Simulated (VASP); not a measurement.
# AlP (a.so) (F-43m) in VASP: single point with PBE

Aim: the single point of AlP (a.so) with PBE.

Everything below comes from runs of VASP 6.6.1. Logs are shortened: lines on timing, memory, paths and dates and some standing lists are left out, and cuts for length are marked.

**1. The cell of the first run**

Symmetry: F-43m, No. 216, cubic system. Conventional cell: a = 5.507 Å, b = 5.507 Å, c = 5.507 Å, α = 90.00°, β = 90.00°, γ = 90.00°. Al (site symmetry -43m) has 4 P at 2.38 Å within 3.2 Å. Within 3.2 Å of P (site symmetry -43m) lie 4 Al at 2.38 Å.

**2. Single point, PBE, non-collinear spin, zero start, spin-orbit coupling**

Input file INCAR:

```
PREC = Accurate
ENCUT = 500
EDIFF = 1E-6
ISMEAR = 0
SIGMA = 0.02
LREAL = False
LASPH = True
NELM = 200
ALGO = Normal
ISIF = 2
LWAVE = False
LCHARG = False
MAGMOM = 0 0 0 0 0 0 0 0 0 0 0 0
LORBIT = 11
LSORBIT = True
GGA_COMPAT = False
LORBMOM = True
GGA = PE
NBANDS = 30
```

Input file KPOINTS:

```
regular mesh
0
Gamma
  8 6 8
```

Input file POSCAR:

```
AlP
1.0
    3.8942773809      0.0000000000      0.0000000000
    0.0000000000      5.5073398878      0.0000000000
    0.0000000000      0.0000000000      3.8942773809
Al P
2 2
Direct
    0.0000000000      0.0000000000      0.0000000000
    0.5000000000      0.5000000000      0.5000000000
    0.0000000000      0.2500000000      0.5000000000
    0.5000000000      0.7500000000      0.0000000000
```

Potentials or basis: VASP PAW PBE potentials, release 64 (Al, P).

Started as:

```console
> cat potpaw_PBE.64/Al/POTCAR potpaw_PBE.64/P/POTCAR > POTCAR
> mpirun -np 1 vasp_ncl > vasp.out
```

OUTCAR:

```text
PREC = Accurate
   ENCUT = 500
   EDIFF = 1E-6
   ISMEAR = 0
   LREAL = False
   LASPH = True
   NELM = 200
   ISIF = 2
   LORBIT = 11
   LSORBIT = True
   GGA = PE

 ion  position               nearest neighbor table
   1  0.000  0.000  0.000-   3 2.38   4 2.38   3 2.38   4 2.38
   2  0.500  0.500  0.500-   3 2.38   4 2.38   4 2.38   3 2.38
   3  0.000  0.250  0.500-   1 2.38   2 2.38   1 2.38   2 2.38
   4  0.500  0.750  0.000-   1 2.38   2 2.38   2 2.38   1 2.38

  LATTYP: Found a simple tetragonal cell.
 ALAT       =     3.8942773809
 C/A-ratio  =     1.4142135624

  Lattice vectors:

 A1 = (  -3.8942773809,   0.0000000000,   0.0000000000)
 A2 = (   0.0000000000,   0.0000000000,   3.8942773809)
 A3 = (   0.0000000000,   5.5073398878,   0.0000000000)

Analysis of symmetry for initial positions (statically):
=====================================================================
 Subroutine PRICEL returns following result:

  LATTYP: Found a face centered cubic cell.
 ALAT       =     5.5073398878
[... 12 lines left out ...]
 Subroutine GETGRP returns: Found  8 space group operations
 (whereof  8 operations were pure point group operations)
 out of a pool of 16 trial point group operations.

The static configuration has the point symmetry D_2d.

Analysis of symmetry for dynamics (positions and initial velocities):
=====================================================================
 Subroutine PRICEL returns following result:

  LATTYP: Found a face centered cubic cell.
 ALAT       =     5.5073398878
[... 12 lines left out ...]
 Subroutine GETGRP returns: Found  8 space group operations
 (whereof  8 operations were pure point group operations)
 out of a pool of 16 trial point group operations.

The dynamic configuration has the point symmetry D_2d.

Analysis of structural, dynamic, and magnetic symmetry:
=====================================================================
 Subroutine PRICEL returns following result:

  LATTYP: Found a face centered cubic cell.
 ALAT       =     5.5073398878
[... 12 lines left out ...]
 Subroutine GETGRP returns: Found  8 space group operations
 (whereof  8 operations were pure point group operations)
 out of a pool of 16 trial point group operations.

The overall configuration has the point symmetry D_2d.

 Subroutine INISYM returns: Found  8 space group operations
 (whereof  8 operations are pure point group operations),
 and found     2 'primitive' translations

----------------------------------------------------------------------------------------

                                     Primitive cell

  volume of cell :      41.7605

  direct lattice vectors                    reciprocal lattice vectors
    -1.947138690  2.753669944  1.947138690    -0.256787050  0.181575864  0.000000000
     0.000000000  0.000000000  3.894277381     0.000000000 -0.181575864  0.256787050
     1.947138690  2.753669944  1.947138690     0.256787050  0.181575864 -0.000000000

  length of vectors
     3.894277381  3.894277381  3.894277381     0.314498622  0.314498622  0.314498622

  position of ions in fractional coordinates (direct lattice)
     0.000000000  0.000000000  0.000000000
     0.250000000  0.250000000  0.250000000

  ion indices of the primitive-cell ions
   primitive index   ion index
                 1           1
                 2           3

----------------------------------------------------------------------------------------

 KPOINTS: regular mesh

Automatic generation of k-mesh.
 Grid dimensions read from file:
 generate k-points for:    8    6    8

 Generating k-lattice:

  Cartesian coordinates                     Fractional coordinates (reciprocal lattice)
     0.032098381  0.000000000  0.000000000     0.125000000  0.000000000  0.000000000
     0.000000000  0.030262644  0.000000000     0.000000000  0.166666667  0.000000000
     0.000000000  0.000000000  0.032098381     0.000000000  0.000000000  0.125000000

  Length of vectors
     0.032098381  0.030262644  0.032098381

  Shift w.r.t. Gamma in fractional coordinates (k-lattice)
     0.000000000  0.000000000  0.000000000

 Subroutine IBZKPT returns following result:
 ===========================================

 Found     80 irreducible k-points:

 Following reciprocal coordinates:
            Coordinates               Weight
  0.000000  0.000000  0.000000      1.000000
  0.125000  0.000000  0.000000      4.000000
  0.250000  0.000000  0.000000      4.000000
  0.375000  0.000000  0.000000      4.000000
  0.500000  0.000000  0.000000      2.000000
  0.000000  0.166667  0.000000      2.000000
[... 16 lines left out ...]
  0.500000 -0.333333  0.000000      2.000000
  0.000000  0.500000  0.000000      1.000000
 [... further k-points ...]
[... 27 lines left out ...]
   TEBEG  =    0.0;   TEEND  =   0.0 temperature during run
   PSTRESS=    0.0 pullay stress
   NELECT =      16.0000    total number of electrons
   NUPDOWN=      -1.0000    fix difference up-down
   EMIN   =  10.00;   EMAX   =-10.00  energy-range for DOS
   EFERMI =   0.00;   METHOD = LEGACY
   ISMEAR =     0;   SIGMA  =   0.02  broadening in eV -4-tet -1-fermi 0-gaus
   EFERMI_NEDOS =   21; number of points for ismear=-14 and -15
   IALGO  =     38    algorithm
   IMIX   =      4    mixing-type and parameters
     AMIX     =   0.40;   BMIX     =  1.00
     AMIX_MAG =   1.60;   BMIX_MAG =  1.00
  volume/ion in A,a.u.               =      20.88       140.91
  Fermi-wavevector in a.u.,A,eV,Ry     =   0.943734  1.783399 12.117810  0.890634
  Thomas-Fermi vector in A             =   2.071470
   LORBIT       =     11    0 simple, 1 ext, 2 COOP (PROOUT), +10 PAW based schemes
   GGA     = PE    functional components
   LHFCALC =     F    Hartree Fock is set to
   AEXX    =    0.0000 exact exchange contribution
   IVDW    =     0    specifies the selected vdW correction
   LEPSILON=     F    determine dielectric tensor
   LRPA    =     F    only Hartree local field effects (RPA)
 Gauss-broadening in eV      SIGMA  =   0.02
  energy-cutoff  :      500.00
  volume of cell :       83.52
 maximum number of plane-waves:      4288
   NGX = 15   NGY = 21   NGZ = 15

 number of electron      16.0000005 magnetization       0.0000000      0.0000000      0.0000000

 number of electron      16.0000005 magnetization       0.0000000      0.0000000     -0.0000000

 number of electron      16.0000005 magnetization      -0.0000000     -0.0000000      0.0000000

 Free energy of the ion-electron system (eV)
  ---------------------------------------------------
  ext. energy  EPLUGINS =         0.00000000
  ---------------------------------------------------
  free energy    TOTEN  =       -20.75571427 eV

  energy without entropy =      -20.75571427  energy(sigma->0) =      -20.75571427

 E-fermi :   4.5116     XC(G=0):  -9.1087

 val. band max:        4.3653659256   @ k =   0.0000   0.0000   0.0000
 cond. band min:       5.9755400781   @ k =   0.0000   0.0000   0.0000
 fundamental gap:      1.6101741525
 Fermi energy:         4.5115813647

 k-point     1 :       0.0000    0.0000    0.0000
  band No.  band energies     occupation
      1      -7.0130      1.00000
      2      -7.0130      1.00000
      3      -4.7603      1.00000
      4      -4.7603      1.00000
      5      -0.8753      1.00000
      6      -0.8753      1.00000
[... 733 lines left out ...]
     27      11.3337      0.00000
     28      11.3347      0.00000

 [... further k-points ...]

 [bands above 28 left out]

------------------------ aborting loop because EDIFF is reached ----------------------------------------

  FORCE on cell =-STRESS in cart. coord.  units (eV):
  Direction    XX          YY          ZZ          XY          YZ          ZX
  --------------------------------------------------------------------------------------
  -------------------------------------------------------------------------------------
  Total       -0.0388196     -0.0454241     -0.0388196      0.0000000      0.0000000      0.0000000
  in kB       -0.7446731     -0.8713677     -0.7446731      0.0000000      0.0000000      0.0000000
  external PRESSURE =      -0.7869046 kB  Pullay stress =       0.0000000 kB

 VOLUME and BASIS-vectors are now :
 -----------------------------------------------------------------------------
  energy-cutoff  :      500.00
  volume of cell :       83.52
      direct lattice vectors                 reciprocal lattice vectors
     3.894277381  0.000000000  0.000000000     0.256787050  0.000000000  0.000000000
     0.000000000  5.507339888  0.000000000     0.000000000  0.181575864  0.000000000
     0.000000000  0.000000000  3.894277381     0.000000000  0.000000000  0.256787050

 POSITION                                       TOTAL-FORCE (eV/Angst)
 -----------------------------------------------------------------------------------
      0.00000      0.00000      0.00000         0.000000      0.000000      0.000000
      1.94714      2.75367      1.94714        -0.000000      0.000000     -0.000000
      0.00000      1.37683      1.94714         0.000000     -0.000000      0.000000
      1.94714      4.13050      0.00000         0.000000      0.000000      0.000000
 -----------------------------------------------------------------------------------
    total drift:                               -0.000000     -0.000000     -0.000000

  FREE ENERGIE OF THE ION-ELECTRON SYSTEM (eV)
  ---------------------------------------------------
  free  energy   TOTEN  =       -20.7557142669 eV

  energy  without entropy=      -20.7557142669  energy(sigma->0) =      -20.75571427

 orbital moment (x)

 # of ion     p       tot
 --------------------------------
  1        -0.000  -0.000
  2        -0.000  -0.000
  3        -0.000  -0.000
  4         0.000   0.000
 --------------------------------
            0.000   0.000

 orbital moment (y)

 # of ion     p       tot
 --------------------------------
  1         0.000   0.000
  2         0.000   0.000
  3         0.000   0.000
  4         0.000   0.000
 --------------------------------
            0.000   0.000

 orbital moment (z)

 # of ion     p       tot
 --------------------------------
  1         0.000   0.000
  2         0.000   0.000
  3         0.000   0.000
  4         0.000   0.000
 --------------------------------
            0.000   0.000

 Spin-Orbit-Coupling matrix elements

 Ion:    1  E_soc:     -0.0001189
 l=   1
     0.0000000    -0.0000198    -0.0000198
    -0.0000198     0.0000000    -0.0000198
    -0.0000198    -0.0000198     0.0000000
 l=   2
     0.0000000     0.0000000     0.0000000     0.0000000     0.0000000
     0.0000000     0.0000000     0.0000000     0.0000000     0.0000000
     0.0000000     0.0000000     0.0000000     0.0000000     0.0000000
     0.0000000     0.0000000     0.0000000     0.0000000     0.0000000
     0.0000000     0.0000000     0.0000000     0.0000000     0.0000000
 l=   3
     0.0000000     0.0000000     0.0000000     0.0000000     0.0000000     0.0000000     0.0000000
     0.0000000     0.0000000     0.0000000     0.0000000     0.0000000     0.0000000     0.0000000
     0.0000000     0.0000000     0.0000000     0.0000000     0.0000000     0.0000000     0.0000000
     0.0000000     0.0000000     0.0000000     0.0000000     0.0000000     0.0000000     0.0000000
[... 49 lines left out ...]
 l=   2
     0.0000000     0.0000000     0.0000000     0.0000000     0.0000000
     0.0000000     0.0000000     0.0000000     0.0000000     0.0000000
     0.0000000     0.0000000     0.0000000     0.0000000     0.0000000
     0.0000000     0.0000000     0.0000000     0.0000000     0.0000000
     0.0000000     0.0000000     0.0000000     0.0000000     0.0000000
 l=   3
     0.0000000     0.0000000     0.0000000     0.0000000     0.0000000     0.0000000     0.0000000
     0.0000000     0.0000000     0.0000000     0.0000000     0.0000000     0.0000000     0.0000000
     0.0000000     0.0000000     0.0000000     0.0000000     0.0000000     0.0000000     0.0000000
     0.0000000     0.0000000     0.0000000     0.0000000     0.0000000     0.0000000     0.0000000
     0.0000000     0.0000000     0.0000000     0.0000000     0.0000000     0.0000000     0.0000000
     0.0000000     0.0000000     0.0000000     0.0000000     0.0000000     0.0000000     0.0000000
     0.0000000     0.0000000     0.0000000     0.0000000     0.0000000     0.0000000     0.0000000

 total charge

# of ion       s       p       d       tot
------------------------------------------
    1        0.394   0.374   0.000   0.769
    2        0.394   0.374   0.000   0.769
    3        1.010   1.580   0.000   2.590
    4        1.010   1.580   0.000   2.590
--------------------------------------------------
tot          2.809   3.908   0.000   6.717

 magnetization (x)

# of ion       s       p       d       tot
------------------------------------------
    1        0.000  -0.000   0.000   0.000
    2        0.000  -0.000   0.000  -0.000
    3        0.000   0.000   0.000   0.000
    4        0.000  -0.000   0.000  -0.000
--------------------------------------------------
tot          0.000  -0.000   0.000   0.000

 magnetization (y)

# of ion       s       p       d       tot
------------------------------------------
    1        0.000   0.000   0.000   0.000
    2       -0.000  -0.000   0.000  -0.000
    3       -0.000  -0.000   0.000  -0.000
    4        0.000  -0.000   0.000  -0.000
--------------------------------------------------
tot         -0.000   0.000   0.000  -0.000

 magnetization (z)

# of ion       s       p       d       tot
------------------------------------------
    1       -0.000   0.000   0.000   0.000
    2       -0.000   0.000   0.000   0.000
    3        0.000   0.000   0.000   0.000
    4        0.000   0.000   0.000   0.000
--------------------------------------------------
tot         -0.000   0.000   0.000   0.000
```

Run time: 9.2 min. Hardware: 1 thread of Intel Xeon 8259CL, shared host; peak memory 0.46 GiB.

Results:

- Free energy: -20.7557 eV
- Pressure: -0.1 GPa
- Net moment: 0.00 μB per cell
- Valence electrons inside the program's atomic spheres: Al 0.77; P 2.59

Moments on the atoms (μB; x, y, z):
```
Al  0.00 0.00 0.00
Al  0.00 0.00 0.00
P   0.00 0.00 0.00
P   0.00 0.00 0.00
```
